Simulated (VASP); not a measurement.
# TlBr: single point with PBE

The system is TlBr.

```
Tl Br
1.0
     3.97000    0.00000    0.00000
     0.00000    3.97000    0.00000
     0.00000    0.00000    3.97000
Tl Br
1 1
Cartesian
  0.0000 0.0000 0.0000
  1.9850 1.9850 1.9850
```

| Item | Value |
| --- | --- |
| Program | VASP 6.6.1 |
| Task | single point |
| Functional | PBE |
| Potentials or basis | VASP PAW PBE potentials, release 64 (Tl_d, Br) |
| Cutoff | 500 eV |
| k mesh | 8 × 8 × 8 |
| Occupations | fermi-dirac, width 0.03 eV |
| Spin | no spin polarisation |

| Property | Result |
| --- | --- |
| Pressure | 1.4 GPa |
| Band gap on the k mesh | 1.84 eV |

Levels at points of the mesh, in eV from the valence-band top:
```
           k point  band 6  band 7  band 8  band 9  band 10  band 11  band 12  band 13  band 14  band 15
(0.00, 0.00, 0.00)   -9.94   -4.67   -1.34   -1.34    -1.34     6.99     6.99     7.26     7.26     7.26
(0.50, 0.00, 0.00)   -9.93   -5.58   -0.83   -0.83     0.00     1.84     5.77     5.77     7.98    10.43
(0.50, 0.50, 0.00)   -9.89   -3.76   -2.98   -2.98    -0.75     4.88     4.88     7.41     7.69    10.37
(0.50, 0.50, 0.50)   -9.88   -2.75   -1.96   -1.96    -1.96     2.11     2.11     2.11    12.87    12.87
```

Wall time 45 s on 1 thread of AMD EPYC 7R13, on a shared host, peak memory 0.16 GiB.

Caveat: spin-orbit coupling is left out, which moves the levels of the heavy elements. A k mesh can miss the band edges.
